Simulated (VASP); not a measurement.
# GaN (Fm-3m) in VASP: notebook

Runs on GaN. Level: r2SCAN. Tasks: single point.

Program: VASP 6.6.1. These are calculated values, not measurements. Logs are shortened: lines on timing, memory, paths and dates and some standing lists are left out, and cuts for length are marked.

### 1 The cell of the first run

It takes space group Fm-3m (No. 225, cubic). Conventional cell: a = 4.270 Å, b = 4.270 Å, c = 4.270 Å, α = 90.00°, β = 90.00°, γ = 90.00°. Ga (site symmetry m-3m) has 6 N at 2.14 Å within 2.8 Å. Within 2.8 Å of N (site symmetry m-3m) lie 6 Ga at 2.14 Å.

### 2 Single point, r2SCAN

File POSCAR:

```
GaN
1.0
    0.0000000000      2.1352350000      2.1352350000
    2.1352350000      0.0000000000      2.1352350000
    2.1352350000      2.1352350000      0.0000000000
Ga N
1 1
Direct
    0.0000000000      0.0000000000      0.0000000000
    0.5000000000      0.5000000000      0.5000000000
```

File INCAR.step1:

```
ALGO = Normal
EDIFF = 1E-4
ENCUT = 520
GGA = PE
ISMEAR = 0
LASPH = T
LCHARG = F
LREAL = F
LWAVE = T
NBANDS = 16
NELM = 80
PREC = Accurate
SIGMA = 0.05
```

File INCAR.step2:

```
ALGO = Normal
EDIFF = 1E-6
ENCUT = 520
ISIF = 2
ISMEAR = 0
ISTART = 1
LASPH = T
LCHARG = F
LMIXTAU = T
LREAL = F
LWAVE = F
METAGGA = R2SCAN
NBANDS = 16
NELM = 80
PREC = Accurate
SIGMA = 0.05
```

File KPOINTS:

```
k-points
0
Gamma
  12 12 12
```

Potentials or basis: VASP PAW PBE potentials, release 64 (Ga_d, N).

Launch:

```
$ cat potpaw_PBE.64/Ga_d/POTCAR potpaw_PBE.64/N/POTCAR > POTCAR
$ cp INCAR.step1 INCAR
$ mpirun -np 1 vasp_std > vasp.out
$ cp INCAR.step2 INCAR
$ mpirun -np 1 vasp_std > vasp.out
```

OUTCAR:

```text
EDIFF = 1E-6
   ENCUT = 520
   ISIF = 2
   ISMEAR = 0
   ISTART = 1
   LASPH = T
   LREAL = F
   METAGGA = R2SCAN
   NELM = 80
   PREC = Accurate

 ion  position               nearest neighbor table
   1  0.000  0.000  0.000-   2 2.14   2 2.14   2 2.14   2 2.14   2 2.14   2 2.14
   2  0.500  0.500  0.500-   1 2.14   1 2.14   1 2.14   1 2.14   1 2.14   1 2.14

  LATTYP: Found a face centered cubic cell.
 ALAT       =     4.2704700000

  Lattice vectors:

 A1 = (   0.0000000000,   2.1352350000,   2.1352350000)
 A2 = (   2.1352350000,   0.0000000000,   2.1352350000)
 A3 = (   2.1352350000,   2.1352350000,   0.0000000000)

Analysis of symmetry for initial positions (statically):
=====================================================================
 Subroutine PRICEL returns:
 Original cell was already a primitive cell.

 Routine SETGRP: Setting up the symmetry group for a
 face centered cubic supercell.

 Subroutine GETGRP returns: Found 48 space group operations
 (whereof 48 operations were pure point group operations)
 out of a pool of 48 trial point group operations.

The static configuration has the point symmetry O_h .

Analysis of symmetry for dynamics (positions and initial velocities):
=====================================================================
 Subroutine PRICEL returns:
 Original cell was already a primitive cell.

 Routine SETGRP: Setting up the symmetry group for a
 face centered cubic supercell.

 Subroutine GETGRP returns: Found 48 space group operations
 (whereof 48 operations were pure point group operations)
 out of a pool of 48 trial point group operations.

The dynamic configuration has the point symmetry O_h .

 Subroutine INISYM returns: Found 48 space group operations
 (whereof 48 operations are pure point group operations),
 and found     1 'primitive' translations

----------------------------------------------------------------------------------------

                                     Primitive cell

  volume of cell :      19.4700

  direct lattice vectors                    reciprocal lattice vectors
     0.000000000  2.135235000  2.135235000    -0.234166263  0.234166263  0.234166263
     2.135235000  0.000000000  2.135235000     0.234166263 -0.234166263  0.234166263
     2.135235000  2.135235000  0.000000000     0.234166263  0.234166263 -0.234166263

  length of vectors
     3.019678296  3.019678296  3.019678296     0.405587864  0.405587864  0.405587864

  position of ions in fractional coordinates (direct lattice)
     0.000000000  0.000000000  0.000000000
     0.500000000  0.500000000  0.500000000

  ion indices of the primitive-cell ions
   primitive index   ion index
                 1           1
                 2           2

----------------------------------------------------------------------------------------

 KPOINTS: k-points

Automatic generation of k-mesh.
 Grid dimensions read from file:
 generate k-points for:   12   12   12

 Generating k-lattice:

  Cartesian coordinates                     Fractional coordinates (reciprocal lattice)
    -0.019513855  0.019513855  0.019513855     0.083333333  0.000000000  0.000000000
     0.019513855 -0.019513855  0.019513855     0.000000000  0.083333333  0.000000000
     0.019513855  0.019513855 -0.019513855     0.000000000  0.000000000  0.083333333

  Length of vectors
     0.033798989  0.033798989  0.033798989

  Shift w.r.t. Gamma in fractional coordinates (k-lattice)
     0.000000000  0.000000000  0.000000000

 Subroutine IBZKPT returns following result:
 ===========================================

 Found     72 irreducible k-points:

 Following reciprocal coordinates:
            Coordinates               Weight
  0.000000  0.000000  0.000000      1.000000
  0.083333  0.000000  0.000000      8.000000
  0.166667  0.000000  0.000000      8.000000
  0.250000  0.000000  0.000000      8.000000
  0.333333  0.000000  0.000000      8.000000
  0.416667  0.000000  0.000000      8.000000
[... 16 lines left out ...]
  0.500000  0.166667  0.000000     24.000000
 -0.416667  0.166667  0.000000     24.000000
 [... further k-points ...]
   k-points           NKPTS =     72   k-points in BZ     NKDIM =     72   number of bands    NBANDS=     16
   number of dos      NEDOS =    301   number of ions     NIONS =      2
   total plane-waves  NPLWV =  13824
   dimension x,y,z NGX =    24 NGY =   24 NGZ =   24
   dimension x,y,z NGXF=    48 NGYF=   48 NGZF=   48
   ions per type =               1   1
   NGX,Y,Z   is equivalent  to a cutoff of  13.21, 13.21, 13.21 a.u.
   NGXF,Y,Z  is equivalent  to a cutoff of  26.43, 26.43, 26.43 a.u.
 SYSTEM =  unknown system
   PREC   = accura    normal or accurate (medium, high low for compatibility)
   ISTART =      1    job   : 0-new  1-cont  2-samecut
   ICHARG =      0    charge: 1-file 2-atom 10-const
   ISPIN  =      1    spin polarized calculation?
   LNONCOLLINEAR =      F non collinear calculations
   LSORBIT =      F    spin-orbit coupling
   LASPH  =      T    aspherical Exc in radial PAW
   ENCUT  =  520.0 eV  38.22 Ry    6.18 a.u.   5.61  5.61  5.61*2*pi/ulx,y,z
   NELM   =     80;   NELMIN=  2; NELMDL=  0     # of ELM steps
   EDIFF  = 0.1E-05   stopping-criterion for ELM
   LREAL  =      F    real-space projection
   EDIFFG = 0.1E-04   stopping-criterion for IOM
   NSW    =      0    number of steps for IOM
   IBRION =     -1    ionic relax: 0-MD 1-quasi-New 2-CG
   NFREE  =      0    steps in history (QN), initial steepest desc. (CG)
   ISIF   =      2    stress and relaxation
   ISYM   =      2    0-nonsym 1-usesym 2-fastsym
   POTIM  = 0.5000    time-step for ionic-motion
   TEBEG  =    0.0;   TEEND  =   0.0 temperature during run
   PSTRESS=    0.0 pullay stress
   NELECT =      18.0000    total number of electrons
   NUPDOWN=      -1.0000    fix difference up-down
   EMIN   =  10.00;   EMAX   =-10.00  energy-range for DOS
   EFERMI =   0.00;   METHOD = LEGACY
   ISMEAR =     0;   SIGMA  =   0.05  broadening in eV -4-tet -1-fermi 0-gaus
   EFERMI_NEDOS =   21; number of points for ismear=-14 and -15
   IALGO  =     38    algorithm
   IMIX   =      4    mixing-type and parameters
     AMIX     =   0.40;   BMIX     =  1.00
     AMIX_MAG =   1.60;   BMIX_MAG =  1.00
  volume/ion in A,a.u.               =       9.74        65.70
  Fermi-wavevector in a.u.,A,eV,Ry     =   1.594814  3.013761 34.605481  2.543431
  Thomas-Fermi vector in A             =   2.692830
   LORBIT       =      0    0 simple, 1 ext, 2 COOP (PROOUT), +10 PAW based schemes
   METAGGA = R2SCAN    functional components
   LHFCALC =     F    Hartree Fock is set to
   AEXX    =    0.0000 exact exchange contribution
   IVDW    =     0    specifies the selected vdW correction
   LEPSILON=     F    determine dielectric tensor
   LRPA    =     F    only Hartree local field effects (RPA)
 non-spin polarized calculation
 Gauss-broadening in eV      SIGMA  =   0.05
  energy-cutoff  :      520.00
  volume of cell :       19.47
 maximum number of plane-waves:       544
   NGX = 11   NGY = 11   NGZ = 11

 number of electron      18.0000005 magnetization

 Free energy of the ion-electron system (eV)
  ---------------------------------------------------
  ext. energy  EPLUGINS =         0.00000000
  ---------------------------------------------------
  free energy    TOTEN  =       -20.96221923 eV

  energy without entropy =      -20.96221923  energy(sigma->0) =      -20.96221923

 E-fermi :   7.6159     XC(G=0): -13.9765

 val. band max:        7.2907578750   @ k =  -0.1667   0.1667   0.0000
 cond. band min:       8.1788364225   @ k =   0.5000   0.5000   0.0000
 fundamental gap:      0.8880785475
 Fermi energy:         7.6158880933

 k-point     1 :       0.0000    0.0000    0.0000
  band No.  band energies     occupation
      1     -10.4789      2.00000
      2      -7.1296      2.00000
      3      -7.1296      2.00000
      4      -7.1296      2.00000
      5      -7.0673      2.00000
      6      -7.0673      2.00000
[... 8 lines left out ...]
     15      23.7318      0.00000
     16      23.7318      0.00000

 k-point     2 :       0.0833    0.0000    0.0000
  band No.  band energies     occupation
      1     -10.3469      2.00000
      2      -7.1341      2.00000
      3      -7.1236      2.00000
      4      -7.1236      2.00000
      5      -7.0759      2.00000
      6      -7.0758      2.00000
[... 8 lines left out ...]
     15      23.7239      0.00000
     16      23.8022      0.00000

 k-point     3 :       0.1667    0.0000    0.0000
  band No.  band energies     occupation
      1      -9.9613      2.00000
      2      -7.1466      2.00000
      3      -7.1405      2.00000
      4      -7.1404      2.00000
      5      -7.0658      2.00000
      6      -7.0657      2.00000
[... 8 lines left out ...]
     15      24.4167      0.00000
     16      24.4168      0.00000

 k-point     4 :       0.2500    0.0000    0.0000
  band No.  band energies     occupation
      1      -9.3572      2.00000
      2      -7.1915      2.00000
      3      -7.1915      2.00000
      4      -7.1650      2.00000
      5      -7.0233      2.00000
      6      -7.0233      2.00000
[... 8 lines left out ...]
     15      25.7166      0.00000
     16      25.7168      0.00000
[... 324 lines left out ...]
 k-point    22 :       0.4167    0.1667    0.0000
  band No.  band energies     occupation
      1      -8.5548      2.00000
      2      -7.2129      2.00000
      3      -7.1734      2.00000
      4      -7.0873      2.00000
      5      -6.9294      2.00000
      6      -6.5642      2.00000
[... 8 lines left out ...]
     15      28.9219      0.00000
     16      31.2264      0.00000

 k-point    23 :       0.5000    0.1667    0.0000
  band No.  band energies     occupation
      1      -8.2850      2.00000
      2      -7.2270      2.00000
      3      -7.2178      2.00000
      4      -7.0680      2.00000
      5      -6.9209      2.00000
      6      -6.2259      2.00000
[... 8 lines left out ...]
     15      28.9333      0.00000
     16      31.4668      0.00000

 k-point    24 :      -0.4167    0.1667    0.0000
  band No.  band energies     occupation
      1      -8.1952      2.00000
      2      -7.2458      2.00000
      3      -7.2333      2.00000
      4      -7.0709      2.00000
      5      -6.9377      2.00000
      6      -6.1834      2.00000
[... 8 lines left out ...]
     15      28.5704      0.00000
     16      29.2916      0.00000

 [... further k-points ...]
[... 5 lines left out ...]
  --------------------------------------------------------------------------------------
  -------------------------------------------------------------------------------------
  Total       -0.9008570     -0.9008570     -0.9008570      0.0000000      0.0000000     -0.0000000
  in kB      -74.1309221    -74.1309221    -74.1309221      0.0000000      0.0000000     -0.0000000
  external PRESSURE =     -74.1309221 kB  Pullay stress =       0.0000000 kB

 VOLUME and BASIS-vectors are now :
 -----------------------------------------------------------------------------
  energy-cutoff  :      520.00
  volume of cell :       19.47
      direct lattice vectors                 reciprocal lattice vectors
     0.000000000  2.135235000  2.135235000    -0.234166263  0.234166263  0.234166263
     2.135235000  0.000000000  2.135235000     0.234166263 -0.234166263  0.234166263
     2.135235000  2.135235000  0.000000000     0.234166263  0.234166263 -0.234166263

 POSITION                                       TOTAL-FORCE (eV/Angst)
 -----------------------------------------------------------------------------------
      0.00000      0.00000      0.00000         0.000000      0.000000      0.000000
      2.13524      2.13524      2.13524         0.000000      0.000000      0.000000
 -----------------------------------------------------------------------------------
    total drift:                                0.000000     -0.000000     -0.000000

  FREE ENERGIE OF THE ION-ELECTRON SYSTEM (eV)
  ---------------------------------------------------
  free  energy   TOTEN  =       -20.9622192299 eV

  energy  without entropy=      -20.9622192299  energy(sigma->0) =      -20.96221923
```

Wall time 1.9 min (1 thread of Intel Xeon 8259CL, shared host); peak memory 0.16 GiB.

What came out:

- Free energy: -20.9622 eV
- Pressure: -7.4 GPa
- Band gap on the k mesh: 0.89 eV, indirect (least direct gap 2.92 eV)

Caveat: the PAW data sets were made with another functional, which shifts forces and pressure a little.

### 3 Single point, r2SCAN

POSCAR is that of step 2.

File INCAR.step1:

```
SYSTEM = GaN
PREC     = Accurate       ! precision mode
ENCUT    = 520            ! plane-wave cutoff, eV
ISMEAR   = 0              ! smearing method
SIGMA    = 0.05           ! smearing width, eV
LREAL    = .False.        ! projectors in reciprocal space
LASPH    = .True.         ! aspherical terms in the spheres
NELM     = 80             ! most SCF steps
NBANDS   = 16             ! bands
GGA      = PE             ! functional
ALGO     = Normal         ! electronic algorithm
EDIFF    = 1E-4           ! SCF threshold, eV
LWAVE    = .True.         ! write WAVECAR
LCHARG   = .False.        ! write CHGCAR
```

File INCAR.step2:

```
SYSTEM = GaN
PREC     = Accurate       ! precision mode
ENCUT    = 520            ! plane-wave cutoff, eV
EDIFF    = 1E-6           ! SCF threshold, eV
ISMEAR   = 0              ! smearing method
SIGMA    = 0.05           ! smearing width, eV
LREAL    = .False.        ! projectors in reciprocal space
LASPH    = .True.         ! aspherical terms in the spheres
NELM     = 80             ! most SCF steps
ALGO     = Normal         ! electronic algorithm
ISIF     = 2              ! what is computed and relaxed
LWAVE    = .False.        ! write WAVECAR
LCHARG   = .False.        ! write CHGCAR
METAGGA  = R2SCAN         ! meta-GGA
LMIXTAU  = .True.       
NBANDS   = 16             ! bands
ISTART   = 1
```

File KPOINTS:

```
Automatic mesh
0
Gamma
  12 12 12
  0 0 0
```

Potentials or basis: VASP PAW PBE potentials, release 64 (Ga_d, N).

Launch:

```
$ cat potpaw_PBE.64/Ga_d/POTCAR potpaw_PBE.64/N/POTCAR > POTCAR
$ cp INCAR.step1 INCAR
$ mpirun -np 1 vasp_std > vasp.out
$ cp INCAR.step2 INCAR
$ mpirun -np 1 vasp_std > vasp.out
```

Run time: 1.8 min. Hardware: 1 thread of Intel Xeon 8259CL, shared host; peak memory 0.16 GiB.

The run converged. Its results:

```yaml
Free_energy: -20.9622 eV
Pressure: -7.4 GPa
Band_gap_on_the_k_mesh: 0.89 eV, indirect (least direct gap 2.92 eV)
```

Levels at points of the mesh, in eV from the valence-band top:
```
           k point  band 7  band 8  band 9  band 10  band 11  band 12
(0.00, 0.00, 0.00)   -0.50   -0.50   -0.50     2.41    15.26    15.26
(0.50, 0.00, 0.00)   -8.20   -0.19   -0.19     5.21     9.61     9.61
(0.50, 0.50, 0.00)   -7.00   -3.01   -3.01     0.89     8.45    12.71
```

Caveat: the PAW data sets were made with another functional, which shifts forces and pressure a little. A k mesh can miss the band edges.
